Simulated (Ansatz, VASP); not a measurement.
One calculation of Si3S2, two programs

```
Si S
1.0
     1.72325    0.99492    8.95229
    -1.72325    0.99492    8.95229
     0.00000   -1.98983    8.95229
Si S
3 2
Direct
  0.00000 0.00000 0.00000
  0.18809 0.18809 0.18809
  0.81191 0.81191 0.81191
  0.38203 0.38203 0.38203
  0.61797 0.61797 0.61797
```

Change from the starting cell: species swapped into the Bi2Se3 type (R-3m, No. 166).

Alike in both runs: functional PBE; k mesh 6 × 6 × 6; occupations gaussian, width 0.1 eV; no spin polarisation.

Ansatz relaxed the structure, and its values are those at the end. VASP's run is a single point on that final structure, the one shown.

```csv
,VASP,Ansatz
version,VASP 6.6.1,Ansatz 0.2.0
potentials or method,"VASP PAW PBE potentials, release 64 (Si, S), cutoff 520 eV","scalar-relativistic, plane waves, PAW"
valence electrons in the cell,24,24
```

Ansatz gave:

- gap on the k mesh at the Fermi level (eV): none
- pressure (GPa): 0.1
- rms of the force components (eV/Å): 0.006

Problem. Which values does VASP return?

Solution. gap on the k mesh at the Fermi level (eV): none; pressure (GPa): 0.0; rms of the force components (eV/Å): 0.017.

A gap of «none» marks a metal or a gap that the smearing closes.
